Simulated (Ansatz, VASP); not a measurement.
## Ca: VASP beside Ansatz

```xyz
1
Lattice="0.0000 2.8185 2.8185 2.8185 0.0000 2.8185 2.8185 2.8185 0.0000" Properties=species:S:1:pos:R:3 pbc="T T T"
Ca    0.0000    0.0000    0.0000
```

Alike in both runs: task single point; functional r2SCAN; k mesh 14 × 14 × 14; occupations gaussian, width 0.1 eV; no spin polarisation.

|  | VASP | Ansatz |
| --- | --- | --- |
| version | VASP 6.6.1 | Ansatz 0.2.0 |
| potentials or method | VASP PAW PBE potentials, release 64 (Ca_sv), cutoff 520 eV | scalar-relativistic, plane waves, PAW |
| valence electrons in the cell | 10 | 10 |

|  | VASP | Ansatz | Ansatz less VASP |
| --- | --- | --- | --- |
| gap on the k mesh at the Fermi level (eV) | none | none | - |
| pressure (GPa) | -0.6 | -0.6 | -0.04 |

VASP's potentials were made for PBE, not for r2SCAN. A gap of «none» marks a metal or a gap that the smearing closes.
